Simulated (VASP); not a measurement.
# Cu (I4/mmm) in VASP: a series of runs

Runs on Cu. Level: PBEsol. Tasks: single point.

All numbers are computed with VASP 6.6.1; they aren't measurements. Logs are shortened: lines on timing, memory, paths and dates and some standing lists are left out, and cuts for length are marked.

## Step 1: The cell of the first run

Symmetry: I4/mmm, No. 139, tetragonal system. The conventional cell has a = 2.492 Å, b = 2.492 Å, c = 3.615 Å, α = 90.00°, β = 90.00°, γ = 90.00°. Within 3.3 Å of Cu (site symmetry 4/mmm) lie 12 Cu at 2.49 to 2.52 Å.

## Step 2: Single point, PBEsol (strain -0.025 along x and y, +0.000 along z)

Input file INCAR:

```
SYSTEM = Cu
ALGO     = Normal         ! electronic algorithm
EDIFF    = 1E-6           ! SCF threshold, eV
ENCUT    = 520            ! plane-wave cutoff, eV
GGA      = PS             ! functional
ISIF     = 2              ! what is computed and relaxed
ISMEAR   = 0              ! smearing method
LASPH    = .TRUE.         ! aspherical terms in the spheres
LCHARG   = .FALSE.        ! write CHGCAR
LREAL    = .FALSE.        ! projectors in reciprocal space
LWAVE    = .FALSE.        ! write WAVECAR
NBANDS   = 12             ! bands
NELM     = 100            ! most SCF steps
PREC     = Accurate       ! precision mode
SIGMA    = 0.15           ! smearing width, eV
```

Input file KPOINTS:

```
k-points
0
G
  22 22 22
  0 0 0
```

Input file POSCAR:

```
Cu
1.0
    0.0000000000      1.7623125000      1.8075000000
    1.7623125000      0.0000000000      1.8075000000
    1.7623125000      1.7623125000      0.0000000000
Cu
1
Direct
    0.0000000000      0.0000000000      0.0000000000
```

Potentials or basis: VASP PAW PBE potentials, release 64 (Cu).

Started as:

```
cat potpaw_PBE.64/Cu/POTCAR > POTCAR
mpirun -np 1 vasp_std > vasp.out
```

OUTCAR:

```text
SYSTEM = Cu
   EDIFF = 1E-6
   ENCUT = 520
   GGA = PS
   ISIF = 2
   ISMEAR = 0
   LASPH = .TRUE.
   LREAL = .FALSE.
   NELM = 100
   PREC = Accurate

 ion  position               nearest neighbor table
   1  0.000  0.000  0.000-

  LATTYP: Found a body centered tetragonal cell.
 ALAT       =     2.4922862386
 C/A-ratio  =     1.4504754486

  Lattice vectors:

 A1 = (  -1.7623125000,   0.0000000000,   1.8075000000)
 A2 = (   1.7623125000,   0.0000000000,   1.8075000000)
 A3 = (   0.0000000000,   1.7623125000,  -1.8075000000)

Analysis of symmetry for initial positions (statically):
=====================================================================
 Subroutine PRICEL returns:
 Original cell was already a primitive cell.

 Routine SETGRP: Setting up the symmetry group for a
 body centered tetragonal supercell.

 Subroutine GETGRP returns: Found 16 space group operations
 (whereof 16 operations were pure point group operations)
 out of a pool of 16 trial point group operations.

The static configuration has the point symmetry D_4h.

Analysis of symmetry for dynamics (positions and initial velocities):
=====================================================================
 Subroutine PRICEL returns:
 Original cell was already a primitive cell.

 Routine SETGRP: Setting up the symmetry group for a
 body centered tetragonal supercell.

 Subroutine GETGRP returns: Found 16 space group operations
 (whereof 16 operations were pure point group operations)
 out of a pool of 16 trial point group operations.

The dynamic configuration has the point symmetry D_4h.

 Subroutine INISYM returns: Found 16 space group operations
 (whereof 16 operations are pure point group operations),
 and found     1 'primitive' translations

----------------------------------------------------------------------------------------

                                     Primitive cell

  volume of cell :      11.2273

  direct lattice vectors                    reciprocal lattice vectors
     0.000000000  1.762312500  1.807500000    -0.283718126  0.283718126  0.276625173
     1.762312500  0.000000000  1.807500000     0.283718126 -0.283718126  0.276625173
     1.762312500  1.762312500  0.000000000     0.283718126  0.283718126 -0.276625173

  length of vectors
     2.524440849  2.524440849  2.492286239     0.487353502  0.487353502  0.487353502

  position of ions in fractional coordinates (direct lattice)
     0.000000000  0.000000000  0.000000000

  ion indices of the primitive-cell ions
   primitive index   ion index
                 1           1

----------------------------------------------------------------------------------------

 KPOINTS: k-points

Automatic generation of k-mesh.
 Grid dimensions read from file:
 generate k-points for:   22   22   22

 Generating k-lattice:

  Cartesian coordinates                     Fractional coordinates (reciprocal lattice)
    -0.012896278  0.012896278  0.012573871     0.045454545 -0.000000000  0.000000000
     0.012896278 -0.012896278  0.012573871    -0.000000000  0.045454545  0.000000000
     0.012896278  0.012896278 -0.012573871     0.000000000  0.000000000  0.045454545

  Length of vectors
     0.022152432  0.022152432  0.022152432

  Shift w.r.t. Gamma in fractional coordinates (k-lattice)
     0.000000000  0.000000000  0.000000000

 Subroutine IBZKPT returns following result:
 ===========================================

 Found    834 irreducible k-points:

 Following reciprocal coordinates:
            Coordinates               Weight
  0.000000  0.000000  0.000000      1.000000
  0.045455  0.000000  0.000000      8.000000
  0.090909  0.000000  0.000000      8.000000
  0.136364  0.000000  0.000000      8.000000
  0.181818  0.000000  0.000000      8.000000
  0.227273  0.000000  0.000000      8.000000
[... 16 lines left out ...]
  0.500000  0.045455  0.000000      8.000000
 -0.454545  0.045455  0.000000      8.000000
 [... further k-points ...]
   k-points           NKPTS =    834   k-points in BZ     NKDIM =    834   number of bands    NBANDS=     12
   number of dos      NEDOS =    301   number of ions     NIONS =      1
   total plane-waves  NPLWV =   8000
   dimension x,y,z NGX =    20 NGY =   20 NGZ =   20
   dimension x,y,z NGXF=    40 NGYF=   40 NGZF=   40
   ions per type =               1
   NGX,Y,Z   is equivalent  to a cutoff of  13.17, 13.17, 13.34 a.u.
   NGXF,Y,Z  is equivalent  to a cutoff of  26.34, 26.34, 26.68 a.u.
 SYSTEM =  Cu
   PREC   = accura    normal or accurate (medium, high low for compatibility)
   ISTART =      0    job   : 0-new  1-cont  2-samecut
   ICHARG =      2    charge: 1-file 2-atom 10-const
   ISPIN  =      1    spin polarized calculation?
   LNONCOLLINEAR =      F non collinear calculations
   LSORBIT =      F    spin-orbit coupling
   LASPH  =      T    aspherical Exc in radial PAW
   ENCUT  =  520.0 eV  38.22 Ry    6.18 a.u.   4.69  4.69  4.63*2*pi/ulx,y,z
   NELM   =    100;   NELMIN=  2; NELMDL= -5     # of ELM steps
   EDIFF  = 0.1E-05   stopping-criterion for ELM
   LREAL  =      F    real-space projection
   EDIFFG = 0.1E-04   stopping-criterion for IOM
   NSW    =      0    number of steps for IOM
   IBRION =     -1    ionic relax: 0-MD 1-quasi-New 2-CG
   NFREE  =      0    steps in history (QN), initial steepest desc. (CG)
   ISIF   =      2    stress and relaxation
   ISYM   =      2    0-nonsym 1-usesym 2-fastsym
   POTIM  = 0.5000    time-step for ionic-motion
   TEBEG  =    0.0;   TEEND  =   0.0 temperature during run
   PSTRESS=    0.0 pullay stress
   NELECT =      11.0000    total number of electrons
   NUPDOWN=      -1.0000    fix difference up-down
   EMIN   =  10.00;   EMAX   =-10.00  energy-range for DOS
   EFERMI =   0.00;   METHOD = LEGACY
   ISMEAR =     0;   SIGMA  =   0.15  broadening in eV -4-tet -1-fermi 0-gaus
   EFERMI_NEDOS =   21; number of points for ismear=-14 and -15
   IALGO  =     38    algorithm
   IMIX   =      4    mixing-type and parameters
     AMIX     =   0.40;   BMIX     =  1.00
     AMIX_MAG =   1.60;   BMIX_MAG =  1.00
  volume/ion in A,a.u.               =      11.23        75.77
  Fermi-wavevector in a.u.,A,eV,Ry     =   1.625977  3.072651 35.971090  2.643801
  Thomas-Fermi vector in A             =   2.719012
   LORBIT       =      0    0 simple, 1 ext, 2 COOP (PROOUT), +10 PAW based schemes
   GGA     = PS    functional components
   LHFCALC =     F    Hartree Fock is set to
   AEXX    =    0.0000 exact exchange contribution
   IVDW    =     0    specifies the selected vdW correction
   LEPSILON=     F    determine dielectric tensor
   LRPA    =     F    only Hartree local field effects (RPA)
 non-spin polarized calculation
 Gauss-broadening in eV      SIGMA  =   0.15
  energy-cutoff  :      520.00
  volume of cell :       11.23
 maximum number of plane-waves:       318
   NGX =  9   NGY =  9   NGZ =  9

 number of electron      11.0000007 magnetization

 Free energy of the ion-electron system (eV)
  ---------------------------------------------------
  ext. energy  EPLUGINS =         0.00000000
  ---------------------------------------------------
  free energy    TOTEN  =        -4.30911173 eV

  energy without entropy =       -4.30641670  energy(sigma->0) =       -4.30776422

 E-fermi :   8.0408     XC(G=0): -13.2059

 val. band max:        8.0387056492   @ k =   0.5000   0.1364   0.3182
 cond. band min:       8.0461381219   @ k =   0.5000   0.2727   0.0909
 fundamental gap:      0.0074324727
 Fermi energy:         8.0407969645

 k-point     1 :       0.0000    0.0000    0.0000
  band No.  band energies     occupation
      1      -1.7399      2.00000
      2       4.7676      2.00000
      3       4.9031      2.00000
      4       4.9031      2.00000
      5       5.6869      2.00000
      6       5.8224      2.00000
      7      31.0424      0.00000
      8      33.9573      0.00000
      9      34.0918      0.00000
     10      34.0918      0.00000
     11      36.5510      0.00000
     12      36.5516      0.00000

 k-point     2 :       0.0455    0.0000    0.0000
  band No.  band energies     occupation
      1      -1.6616      2.00000
      2       4.7717      2.00000
      3       4.8970      2.00000
      4       4.9187      2.00000
      5       5.6816      2.00000
      6       5.8149      2.00000
      7      30.6868      0.00000
      8      32.8718      0.00000
      9      33.7354      0.00000
     10      33.8358      0.00000
     11      36.9194      0.00000
     12      36.9710      0.00000

 k-point     3 :       0.0909    0.0000    0.0000
  band No.  band energies     occupation
      1      -1.4288      2.00000
      2       4.7601      2.00000
      3       4.9012      2.00000
      4       4.9616      2.00000
      5       5.6701      2.00000
      6       5.7958      2.00000
      7      29.0963      0.00000
      8      32.0037      0.00000
      9      33.1836      0.00000
     10      33.3202      0.00000
     11      37.7547      0.00000
     12      37.7802      0.00000
[... 286 lines left out ...]
 k-point    23 :       0.5000    0.0455    0.0000
  band No.  band energies     occupation
      1       2.6947      2.00000
      2       4.7289      2.00000
      3       4.9161      2.00000
      4       6.0220      2.00000
      5       6.3462      2.00000
      6       7.2352      2.00000
      7      12.1380      0.00000
      8      28.4499      0.00000
      9      30.4169      0.00000
     10      30.5927      0.00000
     11      34.3776      0.00000
     12      34.9470      0.00000

 k-point    24 :      -0.4545    0.0455    0.0000
  band No.  band energies     occupation
      1       2.6831      2.00000
      2       4.7377      2.00000
      3       4.9157      2.00000
      4       5.9976      2.00000
      5       6.3147      2.00000
      6       7.1617      2.00000
      7      12.3052      0.00000
      8      28.2041      0.00000
      9      30.4587      0.00000
     10      31.0606      0.00000
     11      34.5779      0.00000
     12      34.6252      0.00000

 [... further k-points ...]

------------------------ aborting loop because EDIFF is reached ----------------------------------------

  FORCE on cell =-STRESS in cart. coord.  units (eV):
  Direction    XX          YY          ZZ          XY          YZ          ZX
  --------------------------------------------------------------------------------------
  -------------------------------------------------------------------------------------
  Total        0.1897460      0.1897460      0.0614450      0.0000000     -0.0000000     -0.0000000
  in kB       27.0775383     27.0775383      8.7684542      0.0000000     -0.0000000     -0.0000000
  external PRESSURE =      20.9745103 kB  Pullay stress =       0.0000000 kB

 VOLUME and BASIS-vectors are now :
 -----------------------------------------------------------------------------
  energy-cutoff  :      520.00
  volume of cell :       11.23
      direct lattice vectors                 reciprocal lattice vectors
     0.000000000  1.762312500  1.807500000    -0.283718126  0.283718126  0.276625173
     1.762312500  0.000000000  1.807500000     0.283718126 -0.283718126  0.276625173
     1.762312500  1.762312500  0.000000000     0.283718126  0.283718126 -0.276625173

 POSITION                                       TOTAL-FORCE (eV/Angst)
 -----------------------------------------------------------------------------------
      0.00000      0.00000      0.00000         0.000000      0.000000      0.000000
 -----------------------------------------------------------------------------------
    total drift:                                0.000000     -0.000000     -0.000000

  FREE ENERGIE OF THE ION-ELECTRON SYSTEM (eV)
  ---------------------------------------------------
  free  energy   TOTEN  =        -4.3091117349 eV

  energy  without entropy=       -4.3064167041  energy(sigma->0) =       -4.30776422
```

It took 63 s on 1 thread of Intel Xeon Platinum 8375C at 2.90GHz (Ice Lake), shared host; peak memory 0.22 GiB.

Results:

```
Free energy : -4.3091 eV
Pressure    : 2.1 GPa
```

Stress tensor (GPa, compression positive):
```
2.71 0.00 0.00
0.00 2.71 0.00
0.00 0.00 0.88
```

Caveat: the cell differs from its parent crystal (strain -0.025 along x and y, +0.000 along z); the PAW data sets were made with another functional, which shifts forces and pressure a little.

## Step 3: Single point, PBEsol (strain +0.000 along x and y, -0.025 along z)

Input file INCAR:

```
SYSTEM = Cu
PREC = Accurate
ENCUT = 520
EDIFF = 1E-6
ISMEAR = 0
SIGMA = 0.15
LREAL = .False.
LASPH = .True.
NELM = 60
ALGO = Normal
ISIF = 2
LWAVE = .False.
LCHARG = .False.
GGA = PS
NBANDS = 12
```

Input file KPOINTS:

```
regular mesh
0
Gamma
  22 22 22
  0 0 0
```

Input file POSCAR:

```
Cu
1.0
    0.0000000000      1.8075000000      1.7623125000
    1.8075000000      0.0000000000      1.7623125000
    1.8075000000      1.8075000000      0.0000000000
Cu
1
Direct
    0.0000000000      0.0000000000      0.0000000000
```

Potentials or basis: VASP PAW PBE potentials, release 64 (Cu).

Started as:

```
cat potpaw_PBE.64/Cu/POTCAR > POTCAR
mpirun -np 1 vasp_std > vasp.out
```

It took 67 s on 1 thread of Intel Xeon Platinum 8375C at 2.90GHz (Ice Lake), shared host; peak memory 0.22 GiB.

Results (log left out):

```yaml
Free_energy: -4.3093 eV
Pressure: -2.1 GPa
```

Stress tensor (GPa, compression positive):
```
-2.59  0.00  0.00
 0.00 -2.59  0.00
 0.00  0.00 -1.14
```

Levels at points of the mesh, in eV from the Fermi level:
```csv
k point,band 2,band 3,band 4,band 5,band 6,band 7,band 8,band 9,band 10,band 11
"(0.00, 0.00, 0.00)",-3.14,-3.14,-3.01,-2.30,-2.17,22.81,25.57,25.57,25.69,28.06
"(0.50, 0.00, 0.00)",-3.19,-3.06,-1.67,-1.61,-1.10,3.88,21.12,22.00,23.01,25.07
"(0.50, 0.50, 0.00)",-4.56,-1.66,-1.49,-1.49,1.82,7.74,12.83,12.83,17.49,20.29
"(0.50, 0.00, 0.50)",-4.54,-1.66,-1.54,-1.46,1.26,7.06,13.43,13.47,18.00,20.87
```

Caveat: the cell differs from its parent crystal (strain +0.000 along x and y, -0.025 along z); the PAW data sets were made with another functional, which shifts forces and pressure a little.
